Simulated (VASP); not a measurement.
**TiI2: single point with PBE**

Sheet: TiI2, a sheet with vacuum.

```
Ti I
1.0
     3.52165    0.00000    0.00000
     0.00000    3.52165    0.00000
     0.00000    0.00000   30.44241
Ti I
1 2
Direct
  0.00000 0.00000 0.29564
  0.50000 0.50000 0.35235
  0.50000 0.50000 0.23893
```

```
Program             : VASP 6.6.1
Task                : single point
Functional          : PBE
Potentials or basis : VASP PAW PBE potentials, release 64 (Ti_sv, I)
Cutoff              : 520 eV
k mesh              : 14 × 14 × 1
Occupations         : gaussian, width 0.1 eV
Spin                : collinear spin, ferromagnetic start
Starting moments    : [0.47, 0.0, 0.0] μB
```

```json
{
  "Net moment": "0.46 μB per cell",
  "Site moments": "Ti +0.38; I -0.02 μB",
  "Valence electrons inside the program's atomic spheres": "Ti 10.08; I 4.32"
}
```

Levels at points of the mesh, in eV from the Fermi level:
Spin up:
```tsv
k point	band 11	band 12	band 13	band 14	band 15	band 16
(0.00, 0.00, 0.00)	-2.17	-2.17	-1.43	-0.54	0.48	1.55
(0.50, 0.00, 0.00)	-2.45	-1.20	-1.02	0.20	0.84	1.07
(0.50, 0.50, 0.00)	-4.68	-1.80	-0.89	1.06	1.06	1.24
```
Spin down:
| k point | band 9 | band 10 | band 11 | band 12 | band 13 | band 14 | band 15 | band 16 | band 17 | band 18 |
| --- | --- | --- | --- | --- | --- | --- | --- | --- | --- | --- |
| (0.00, 0.00, 0.00) | -2.36 | -2.36 | -2.18 | -2.18 | -1.39 | 0.33 | 0.82 | 1.67 | 1.67 | 2.45 |
| (0.50, 0.00, 0.00) | -4.93 | -3.00 | -2.36 | -1.05 | -0.81 | 0.37 | 1.20 | 1.40 | 1.60 | 2.90 |
| (0.50, 0.50, 0.00) | -5.48 | -5.48 | -4.63 | -1.80 | -0.14 | 1.18 | 1.18 | 1.32 | 1.87 | 2.25 |

Run time: 28 min on 1 thread of Intel(R) Xeon(R) Platinum 8259CL CPU @ 2.50GHz (Skylake/Cascade Lake) (shared host), peak memory 0.93 GiB.

Caveat: spin-orbit coupling is left out, which moves the levels of the heavy elements; semilocal functionals often make such compounds metallic where correlation or magnetic order opens a gap, which also shifts bond lengths.
